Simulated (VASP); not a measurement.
Input of a VASP 6.6.1 run:

File POSCAR:

```
Ba2BiSb2
1.0
   -2.4828653100      3.9212495400      5.0519686700
    4.8281717200      0.0258436100     -0.0867999900
    2.5242339600      3.8267480900     -4.9585156700
Bi Ba Sb
1 2 2
Direct
    0.9946930000      0.0191220000      0.0055640000
    0.7021850000      0.2351400000      0.2757470000
    0.2850350000      0.8097440000      0.7152470000
    0.6722100000      0.4849880000      0.7238670000
    0.2922850000      0.5056890000      0.2849180000
```

The input INCAR.step1:

```
SYSTEM = Ba2BiSb2
ALGO     = Normal         ! electronic algorithm
EDIFF    = 1E-4           ! SCF threshold, eV
ENCUT    = 520            ! plane-wave cutoff, eV
GGA      = PE             ! functional
ISMEAR   = -5             ! smearing method
LASPH    = .True.         ! aspherical terms in the spheres
LCHARG   = .False.        ! write CHGCAR
LREAL    = .False.        ! projectors in reciprocal space
LWAVE    = .True.         ! write WAVECAR
NELM     = 100            ! most SCF steps
PREC     = Accurate       ! precision mode
SIGMA    = 0.1            ! smearing width, eV
```

Contents of INCAR.step2:

```
SYSTEM = Ba2BiSb2
ALGO     = Normal         ! electronic algorithm
EDIFF    = 1E-7           ! SCF threshold, eV
ENCUT    = 520            ! plane-wave cutoff, eV
ISIF     = 2              ! what is computed and relaxed
ISMEAR   = -1             ! smearing method
ISTART   = 1            
LASPH    = .True.         ! aspherical terms in the spheres
LCHARG   = .False.        ! write CHGCAR
LMIXTAU  = .True.       
LORBIT   = 10             ! projections on sites
LREAL    = .False.        ! projectors in reciprocal space
LWAVE    = .False.        ! write WAVECAR
METAGGA  = R2SCAN         ! meta-GGA
NELM     = 100            ! most SCF steps
PREC     = Accurate       ! precision mode
SIGMA    = 0.1            ! smearing width, eV
```

File KPOINTS:

```
Automatic mesh
0
Gamma
  3 4 3
  0.5 0.5 0
```

Potentials or basis: VASP PAW PBE potentials, release 64 (Bi_d, Ba_sv, Sb).

Run with:

```bash
$ cat potpaw_PBE.64/Bi_d/POTCAR potpaw_PBE.64/Ba_sv/POTCAR potpaw_PBE.64/Sb/POTCAR > POTCAR
$ cp INCAR.step1 INCAR
$ mpirun -np 1 vasp_std > vasp.out
$ cp INCAR.step2 INCAR
$ mpirun -np 1 vasp_std > vasp.out
```

(1) Estimate the largest force.

(2) What does it give for the band gap on the k mesh?

(3) Predict the pressure.

Answers

(1) 0.929 eV/Å.

(2) zero (an odd number of electrons rules out a gap without spin polarisation).

(3) 1.1 GPa.

Caveat: the k points lie up to 0.37 Å⁻¹ apart, too coarse for converged energies and pressures of a metal; the PAW data sets were made with another functional, which shifts forces and pressure a little; spin-orbit coupling is left out, which moves the levels of the heavy elements.
